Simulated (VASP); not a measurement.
Si7Ge, 16 atoms in the cell. Symmetry: Cm, No. 8, monoclinic system. The conventional cell has a = 7.733 Å, b = 7.733 Å, c = 11.236 Å, α = 90.00°, β = 103.26°, γ = 90.00°. Si (site symmetry m) has 1 Ge at 1.52 Å within 2.0 Å. Si (site symmetry m) has 3 Si at 2.36 Å and 1 Ge at 2.39 Å within 3.1 Å. Within 2.0 Å of Si (site symmetry m) lie 1 Si at 1.53 Å. Si (site symmetry m) has 4 Si at 2.36 Å within 3.1 Å. Within 3.1 Å of Si (site symmetry 1) lie 4 Si at 2.36 Å. Si (site symmetry 1) has 4 Si at 2.36 Å within 3.1 Å. Within 3.1 Å of Si (site symmetry 1) lie 3 Si at 2.36 Å and 1 Ge at 2.39 Å. Within 3.1 Å of Si (site symmetry 1) lie 3 Si at 2.36 Å and 1 Ge at 2.39 Å. 

```yaml
Program: VASP 6.6.1
Task: single point
Functional: r2SCAN
Potentials_or_basis: VASP PAW PBE potentials, release 64 (Si, Ge_d)
Cutoff: 520 eV
k_mesh: 6 × 6 × 3
Occupations: gaussian, width 0.05 eV
Spin: no spin polarisation
Dipole_correction: no
Further_INCAR_settings: LREAL = Auto; ALGO = Normal; EDIFF = 1e-06; NBANDS = 56
```

Potentials or basis: VASP PAW PBE potentials, release 64 (Si, Ge_d).

Launch:

```console
$ cat potpaw_PBE.64/Si/POTCAR potpaw_PBE.64/Ge_d/POTCAR > POTCAR
$ cp INCAR.step1 INCAR
$ mpirun -np 1 vasp_std > vasp.out
$ cp INCAR.step2 INCAR
$ mpirun -np 1 vasp_std > vasp.out
```

Hardware: 1 thread of Intel(R) Xeon(R) Platinum 8488C (Sapphire Rapids), with other jobs on the host.

Problem. How long does it take, and how much memory?

Solution. Wall time 36 min on 1 thread of Intel(R) Xeon(R) Platinum 8488C (Sapphire Rapids) (shared host), peak memory 0.64 GiB. Counts: k points 34.
